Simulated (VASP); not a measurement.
Wanted: the native input for a VASP 6.6.1 run.

```yaml
Task: relaxation of cell and atoms
Functional: PBEsol-based global hybrid with 25 % exact exchange
Potentials_or_basis: VASP PAW PBE potentials, release 64 (Ca_sv, O)
Cutoff: 600 eV
k_mesh: 5 × 5 × 5
Occupations: fermi-dirac, width 0.05 eV
Spin: no spin polarisation
Dipole_correction: no
Grid_for_exact_exchange_PRECFOCK: Normal
Share_of_exact_exchange: 0.25
Further_INCAR_settings: ALGO = Normal; EDIFF = 1e-06; IBRION = 2; EDIFFG = -0.01; NSW = 60; ISIF = 3
```

CaO:

```xyz
2
Lattice="0.0000 2.4036 2.4036 2.4036 0.0000 2.4036 2.4036 2.4036 0.0000" Properties=species:S:1:pos:R:3 pbc="T T T"
Ca    0.0000    0.0000    0.0000
O     2.4036    2.4036    2.4036
```

These files were run (other wordings do the same):

POSCAR

```
CaO
1.0
    0.0000000000      2.4035556960      2.4035556960
    2.4035556960      0.0000000000      2.4035556960
    2.4035556960      2.4035556960      0.0000000000
Ca O
1 1
Direct
    0.0000000000      0.0000000000      0.0000000000
    0.5000000000      0.5000000000      0.5000000000
```

INCAR.step1

```
SYSTEM = CaO
PREC     = Accurate       ! precision mode
ENCUT    = 600            ! plane-wave cutoff, eV
EDIFF    = 1E-5           ! SCF threshold, eV
ISMEAR   = -1             ! smearing method
SIGMA    = 0.05           ! smearing width, eV
LREAL    = .FALSE.        ! projectors in reciprocal space
LASPH    = .TRUE.         ! aspherical terms in the spheres
NELM     = 80             ! most SCF steps
ALGO     = Normal         ! electronic algorithm
LWAVE    = .TRUE.         ! write WAVECAR
LCHARG   = .FALSE.        ! write CHGCAR
GGA      = PE             ! functional
NBANDS   = 15             ! bands
```

INCAR.step2

```
SYSTEM = CaO
PREC     = Accurate       ! precision mode
ENCUT    = 600            ! plane-wave cutoff, eV
EDIFF    = 1E-6           ! SCF threshold, eV
ISMEAR   = -1             ! smearing method
SIGMA    = 0.05           ! smearing width, eV
LREAL    = .FALSE.        ! projectors in reciprocal space
LASPH    = .TRUE.         ! aspherical terms in the spheres
NELM     = 80             ! most SCF steps
ALGO     = Normal         ! electronic algorithm
ISIF     = 3              ! what is computed and relaxed
LWAVE    = .FALSE.        ! write WAVECAR
LCHARG   = .FALSE.        ! write CHGCAR
GGA      = PS             ! functional
LHFCALC  = .TRUE.         ! exact exchange
AEXX     = 0.25           ! exact-exchange fraction
PRECFOCK = Normal       
IBRION   = 2              ! ionic algorithm
NSW      = 60             ! ionic steps
EDIFFG   = -0.01          ! ionic threshold
ISTART   = 1
```

KPOINTS

```
Automatic mesh
0
G
  5 5 5
  0 0 0
```

Potentials or basis: VASP PAW PBE potentials, release 64 (Ca_sv, O).

Launch:

```sh
$ cat potpaw_PBE.64/Ca_sv/POTCAR potpaw_PBE.64/O/POTCAR > POTCAR
$ cp INCAR.step1 INCAR
$ mpirun -np 1 vasp_std > vasp.out
$ cp INCAR.step2 INCAR
$ mpirun -np 1 vasp_std > vasp.out
```

Results of the run:

| Item | Value |
| --- | --- |
| Relaxed volume | 13.48 Å³/atom |
| Relaxed cell | a = 3.366 Å, b = 3.366 Å, c = 3.366 Å, α = 60.00°, β = 60.00°, γ = 60.00° |
| Space group after relaxing (to 0.1 Å) | Fm-3m (No. 225) |
| Energy gained by relaxing | 4.4 meV/atom |
| Ionic steps | 3 |
| Pressure after relaxing | 0.0 GPa |
| Band gap on the k mesh | 6.16 eV (least direct gap 6.59 eV) |

Caveat: the k points lie up to 0.46 Å⁻¹ apart in the final cell; the PAW data sets were made with another functional, which shifts forces and pressure a little; an odd mesh through Γ misses points on the zone boundary, where band edges can lie.

It took 32 min on 1 thread of Intel(R) Xeon(R) Platinum 8375C CPU @ 2.90GHz (Ice Lake), on a shared host, peak memory 0.18 GiB.
